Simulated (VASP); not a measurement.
# Cd7Se8 (a cell with a defect) in VASP: a series of runs, part 2 of 2

VASP 6.6.1. Earlier steps stand in the parts before.

### 3 Single point, PBE

INCAR

```
SYSTEM = Cd7Se8
PREC = Accurate ; ENCUT = 520
EDIFF = 1E-6 ; ISMEAR = 1
SIGMA = 0.15 ; LREAL = Auto
LASPH = .True. ; NELM = 100
ALGO = Normal ; ISIF = 2
LWAVE = .False. ; LCHARG = .True.
GGA = PE ; LELF = .True.
LVHAR = .True. ; NBANDS = 79
```

KPOINTS

```
Automatic mesh
0
Gamma
  2 2 2
  0 0 0
```

POSCAR

```
Cd7Se8
1.0
    8.6536303400     -0.0000005800      0.0000000000
   -4.3268146700      7.4942640000      0.0000000000
    0.0000000000      0.0000000000      7.0637770000
Cd Se
7 8
Direct
    0.3623121202      0.1689097435      0.5214369027
    0.1662278369      0.8334529043      0.0010743544
    0.3623111964      0.6941367705      0.5214340713
    0.6265414511      0.3187811856      0.0273811022
    0.9985507246      0.2495909644      0.1472124615
    0.6265403284      0.8084435461      0.0273672286
    0.8225645475      0.6616383513      0.5090010627
    0.2867404172      0.3937378195      0.3311273841
    0.2955723220      0.1696963400      0.8905644955
    0.1698507069      0.8352840384      0.3878514285
    0.2955761762      0.6265641525      0.8905584081
    0.7016766609      0.3251972985      0.3970619401
    0.7771638949      0.1389283125      0.8772060613
    0.7016920169      0.8771947995      0.3970501900
    0.8138910303      0.6572930273      0.8937818960
```

Potentials or basis: VASP PAW PBE potentials, release 64 (Cd, Se).

The run is started by

```bash
cat potpaw_PBE.64/Cd/POTCAR potpaw_PBE.64/Se/POTCAR > POTCAR
mpirun -np 1 vasp_std > vasp.out
```

OUTCAR:

```text
SYSTEM = Cd7Se8
   PREC = Accurate
   ENCUT = 520
   EDIFF = 1E-6
   ISMEAR = 1
   LREAL = Auto
   LASPH = .True.
   NELM = 100
   ISIF = 2
   GGA = PE

 ion  position               nearest neighbor table
   1  0.362  0.169  0.521-   9 2.67  10 2.68  12 2.69   8 2.70
   2  0.166  0.833  0.001-  11 2.66   9 2.66  10 2.73  15 2.75
   3  0.362  0.694  0.521-  11 2.67  10 2.68  14 2.69   8 2.70
   4  0.627  0.319  0.027-   9 2.67  12 2.68  13 2.70  15 2.71   5 3.66
   5  0.999  0.250  0.147-   8 2.52  13 2.53   6 3.66   4 3.66
   6  0.627  0.808  0.027-  11 2.67  14 2.68  13 2.70  15 2.71   5 3.66
   7  0.823  0.662  0.509-  14 2.67  12 2.67  15 2.72  10 2.74
   8  0.287  0.394  0.331-   5 2.52   3 2.70   1 2.70
   9  0.296  0.170  0.891-   2 2.66   4 2.67   1 2.67
  10  0.170  0.835  0.388-   3 2.68   1 2.68   2 2.73   7 2.74
  11  0.296  0.627  0.891-   2 2.66   6 2.67   3 2.67
  12  0.702  0.325  0.397-   7 2.67   4 2.68   1 2.69
  13  0.777  0.139  0.877-   5 2.53   4 2.70   6 2.70
  14  0.702  0.877  0.397-   7 2.67   6 2.68   3 2.69
  15  0.814  0.657  0.894-   6 2.71   4 2.71   7 2.72   2 2.75

  LATTYP: Found a hexagonal cell.
 ALAT       =     8.6536303400
 C/A-ratio  =     0.8162790323

  Lattice vectors:

 A1 = (   8.6536303400,  -0.0000005800,   0.0000000000)
 A2 = (  -4.3268146700,   7.4942640000,   0.0000000000)
 A3 = (   0.0000000000,   0.0000000000,   7.0637770000)

Analysis of symmetry for initial positions (statically):
=====================================================================
 Subroutine PRICEL returns:
 Original cell was already a primitive cell.

 Routine SETGRP: Setting up the symmetry group for a
 hexagonal supercell.

 Subroutine GETGRP returns: Found  1 space group operations
 (whereof  1 operations were pure point group operations)
 out of a pool of 24 trial point group operations.

The static configuration has the point symmetry C_1 .
[... 155 lines left out ...]
  energy-cutoff  :      520.00
  volume of cell :      458.10
 maximum number of plane-waves:     12360
   NGX = 33   NGY = 33   NGZ = 27

 number of electron     132.0000002 magnetization

 Free energy of the ion-electron system (eV)
  ---------------------------------------------------
  ext. energy  EPLUGINS =         0.00000000
  ---------------------------------------------------
  free energy    TOTEN  =       -39.16080267 eV

  energy without entropy =      -39.13925308  energy(sigma->0) =      -39.15361947

 E-fermi :   0.1911     XC(G=0):  -8.5390

 val. band max:        0.1810570271   @ k =   0.5000   0.5000   0.0000
 cond. band min:       0.1982791619   @ k =   0.0000   0.0000   0.5000
 fundamental gap:      0.0172221349
 Fermi energy:         0.1910984039

 k-point     1 :       0.0000    0.0000    0.0000
  band No.  band energies     occupation
      1     -11.9845      2.00000
      2     -11.6629      2.00000
      3     -11.5993      2.00000
      4     -11.5182      2.00000
      5     -11.4783      2.00000
      6     -11.4349      2.00000
[... 637 lines left out ...]
     77       5.4129      0.00000
     78       5.4506      0.00000
 [bands above 78 left out]

------------------------ aborting loop because EDIFF is reached ----------------------------------------

  FORCE on cell =-STRESS in cart. coord.  units (eV):
  Direction    XX          YY          ZZ          XY          YZ          ZX
  --------------------------------------------------------------------------------------
  -------------------------------------------------------------------------------------
  Total       -0.8594771     -1.0822734     -2.2251099      0.1851061      0.5209398      0.9124738
  in kB       -3.0059421     -3.7851517     -7.7821170      0.6473914      1.8219390      3.1912930
  external PRESSURE =      -4.8577370 kB  Pullay stress =       0.0000000 kB

 VOLUME and BASIS-vectors are now :
 -----------------------------------------------------------------------------
  energy-cutoff  :      520.00
  volume of cell :      458.10
      direct lattice vectors                 reciprocal lattice vectors
     8.653630340 -0.000000580  0.000000000     0.115558442  0.066717687  0.000000000
    -4.326814670  7.494264000  0.000000000     0.000000009  0.133435390  0.000000000
     0.000000000  0.000000000  7.063777000     0.000000000  0.000000000  0.141567323

 POSITION                                       TOTAL-FORCE (eV/Angst)
 -----------------------------------------------------------------------------------
      2.40447      1.26585      3.68331         0.005806     -0.006539      0.010731
     -2.16772      6.24612      0.00759        -0.004189     -0.002334      0.006395
      0.13191      5.20204      3.68329        -0.002048      0.008152      0.011345
      4.04255      2.38903      0.19341        -0.009525      0.012353     -0.014887
      7.56116      1.87050      1.03988        -0.009986     -0.006339      0.016116
      1.92386      6.05869      0.19332         0.006347     -0.014985     -0.014424
      4.25538      4.95849      3.59547         0.001941      0.000709      0.001884
      0.77772      2.95077      2.33901         0.030694      0.017122      0.003424
      1.82353      1.27175      6.29075        -0.010074      0.002714     -0.001114
     -2.14429      6.25984      2.73970        -0.003093      0.000383     -0.008002
     -0.15322      4.69564      6.29071        -0.003330     -0.012041     -0.000632
      4.66498      2.43711      2.80476         0.008355     -0.007195      0.024811
      6.12417      1.04117      6.19639        -0.004280     -0.001739     -0.072983
      2.27672      6.57393      2.80467        -0.001747      0.014702      0.025381
      4.19913      4.92593      6.31348        -0.004871     -0.004964      0.011953
 -----------------------------------------------------------------------------------
    total drift:                                0.003640      0.009208      0.040976

  FREE ENERGIE OF THE ION-ELECTRON SYSTEM (eV)
  ---------------------------------------------------
  free  energy   TOTEN  =       -39.1608026658 eV

  energy  without entropy=      -39.1392530776  energy(sigma->0) =      -39.15361947
```

OSZICAR:

```text
N       E                     dE             d eps       ncg     rms          rms(c)
DAV:   1     0.928259473020E+03    0.92826E+03   -0.61162E+04  1264   0.149E+03
DAV:   2     0.266573411998E+02   -0.90160E+03   -0.87679E+03  1400   0.355E+02
DAV:   3    -0.406827924589E+02   -0.67340E+02   -0.66428E+02  1416   0.922E+01
DAV:   4    -0.418994748559E+02   -0.12167E+01   -0.12093E+01  1416   0.112E+01
DAV:   5    -0.419168629993E+02   -0.17388E-01   -0.17379E-01  1405   0.123E+00    0.140E+01
DAV:   6    -0.392686766920E+02    0.26482E+01   -0.60380E+00  1507   0.132E+01    0.117E+01
DAV:   7    -0.391828342895E+02    0.85842E-01   -0.19443E+00  1348   0.447E+00    0.547E+00
DAV:   8    -0.392344555699E+02   -0.51621E-01   -0.79630E-01  1528   0.342E+00    0.195E+00
DAV:   9    -0.391587138655E+02    0.75742E-01   -0.20582E-01  1557   0.188E+00    0.494E-01
DAV:  10    -0.391599386243E+02   -0.12248E-02   -0.21523E-02  1369   0.613E-01    0.197E-01
DAV:  11    -0.391604250831E+02   -0.48646E-03   -0.17081E-03  1458   0.179E-01    0.129E-01
DAV:  12    -0.391606626804E+02   -0.23760E-03   -0.35908E-04  1408   0.870E-02    0.610E-02
DAV:  13    -0.391607708975E+02   -0.10822E-03   -0.14043E-04  1377   0.521E-02    0.258E-02
DAV:  14    -0.391607955572E+02   -0.24660E-04   -0.44329E-05  1408   0.293E-02    0.123E-02
DAV:  15    -0.391608005541E+02   -0.49969E-05   -0.11808E-05  1168   0.134E-02    0.556E-03
DAV:  16    -0.391608022238E+02   -0.16697E-05   -0.33707E-06  1144   0.681E-03    0.248E-03
DAV:  17    -0.391608026658E+02   -0.44197E-06   -0.69628E-07   872   0.290E-03
   1 F= -.39160803E+02 E0= -.39153619E+02  d E =-.215496E-01
```

stdout:

```text
POSCAR found type information on POSCAR CdSe
 POSCAR found :  2 types and      15 ions
 scaLAPACK will be used
 LDA part: xc-table for (Slater+PW92), standard interpolation
 POSCAR, INCAR and KPOINTS ok, starting setup
 FFT: planning ... GRIDC
 FFT: planning ... GRID_SOFT
 FFT: planning ... GRID
 WAVECAR not read
 entering main loop
```

Run time: 8.8 min. Hardware: 1 thread of Intel Xeon 6975P-C, shared host; peak memory 0.58 GiB.

What came out:

```
Free energy            : -39.1608 eV
Pressure               : -0.5 GPa
Largest force          : 0.073 eV/Å
Band gap on the k mesh : zero (band 66 reaches 0.41 eV, above the bottom of band 67 at -0.04 eV)
```

Forces in eV/Å, atoms in the order of the input:
```
Cd   0.006 -0.007  0.011
Cd  -0.004 -0.002  0.006
Cd  -0.002  0.008  0.011
Cd  -0.010  0.012 -0.015
Cd  -0.010 -0.006  0.016
Cd   0.006 -0.015 -0.014
Cd   0.002  0.001  0.002
Se   0.031  0.017  0.003
Se  -0.010  0.003 -0.001
Se  -0.003  0.000 -0.008
Se  -0.003 -0.012 -0.001
Se   0.008 -0.007  0.025
Se  -0.004 -0.002 -0.073
Se  -0.002  0.015  0.025
Se  -0.005 -0.005  0.012
```

Stress tensor (GPa, compression positive):
```
-0.30  0.06  0.32
 0.06 -0.38  0.18
 0.32  0.18 -0.78
```

Levels at points of the mesh, in eV from the Fermi level:
| k point | band 63 | band 64 | band 65 | band 66 | band 67 | band 68 | band 69 | band 70 | band 71 | band 72 |
| --- | --- | --- | --- | --- | --- | --- | --- | --- | --- | --- |
| (0.00, 0.00, 0.00) | -0.21 | -0.05 | 0.07 | 0.22 | 0.34 | 1.29 | 2.61 | 3.11 | 3.26 | 3.55 |
| (0.50, 0.00, 0.00) | -0.67 | -0.04 | -0.01 | 0.17 | 0.18 | 2.69 | 2.89 | 3.57 | 3.67 | 3.85 |
| (0.00, 0.50, 0.00) | -0.37 | -0.33 | -0.14 | -0.07 | -0.01 | 2.78 | 2.85 | 3.57 | 3.74 | 4.04 |
| (0.50, 0.50, 0.00) | -0.37 | -0.33 | -0.14 | -0.07 | -0.01 | 2.78 | 2.85 | 3.57 | 3.74 | 4.04 |
| (0.00, 0.00, 0.50) | -0.49 | -0.23 | -0.05 | -0.02 | 0.01 | 2.45 | 2.63 | 2.74 | 2.88 | 3.36 |
| (0.50, 0.00, 0.50) | -0.54 | -0.51 | -0.49 | -0.37 | -0.16 | 3.37 | 3.56 | 3.57 | 3.69 | 3.89 |
| (0.00, 0.50, 0.50) | -0.57 | -0.50 | -0.40 | -0.30 | -0.23 | 2.94 | 3.40 | 3.50 | 3.55 | 3.81 |
| (0.50, 0.50, 0.50) | -0.57 | -0.50 | -0.40 | -0.30 | -0.23 | 2.94 | 3.40 | 3.50 | 3.55 | 3.81 |

Caveat: the k points lie up to 0.44 Å⁻¹ apart.
